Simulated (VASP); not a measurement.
The system is KF.

```
CELL_PARAMETERS angstrom
0.00000 2.47769 2.47769
2.47769 0.00000 2.47769
2.47769 2.47769 0.00000
ATOMIC_POSITIONS crystal
K 0.00000 0.00000 0.00000
F 0.50000 0.50000 0.50000
```

- Program: VASP 6.6.1
- Task: relaxation of cell and atoms
- Functional: PBE
- Potentials or basis: VASP PAW PBE potentials, release 64 (K_sv, F)
- Cutoff: 600 eV
- k mesh: 8 × 8 × 8
- Occupations: fermi-dirac, width 0.02 eV
- Spin: no spin polarisation

At the start: pressure 15.3 GPa; volume 15.21 Å³/atom.

Problem. How do energy, volume and symmetry change on relaxing?

Solution. Over 21 steps the energy falls by 173.7 meV/atom and the volume is 19.86 Å³/atom (+30.5 %); space group Fm-3m (No. 225, to 0.05 Å).

The path:
```tsv
step	energy change (eV)	largest force (eV/Å)	pressure (GPa)	volume (Å³)
1	0.0000	0.0000	15.33	30.42
2	-0.3310	0.0000	2.30	37.29
3	-0.3382	0.0000	-1.46	41.69
4	-0.3475	0.0000	-0.09	39.83
5	-0.3475	0.0000	0.07	39.62
6	-0.3475	0.0000	0.08	39.62
7	-0.3475	0.0000	0.08	39.62
8	-0.3475	0.0000	0.07	39.62
9	-0.3475	0.0000	0.07	39.62
10	-0.3475	0.0000	0.07	39.62
11	-0.3475	0.0000	0.07	39.62
12	-0.3475	0.0000	0.07	39.62
13	-0.3475	0.0000	0.07	39.62
14	-0.3475	0.0000	0.07	39.62
15	-0.3475	0.0000	0.08	39.62
16	-0.3475	0.0000	0.08	39.63
17	-0.3475	0.0000	0.08	39.63
18	-0.3475	0.0000	0.08	39.63
19	-0.3475	0.0000	0.07	39.65
20	-0.3475	0.0000	0.05	39.67
21	-0.3475	0.0000	0.01	39.71
```

Final structure:
```
CELL_PARAMETERS angstrom
0.00000 2.70792 2.70792
2.70792 0.00000 2.70792
2.70792 2.70792 0.00000
ATOMIC_POSITIONS crystal
K 0.00000 0.00000 0.00000
F 0.50000 0.50000 0.50000
```

Caveat: the volume moved by over 15 % at a fixed basis, so the end points are rough.
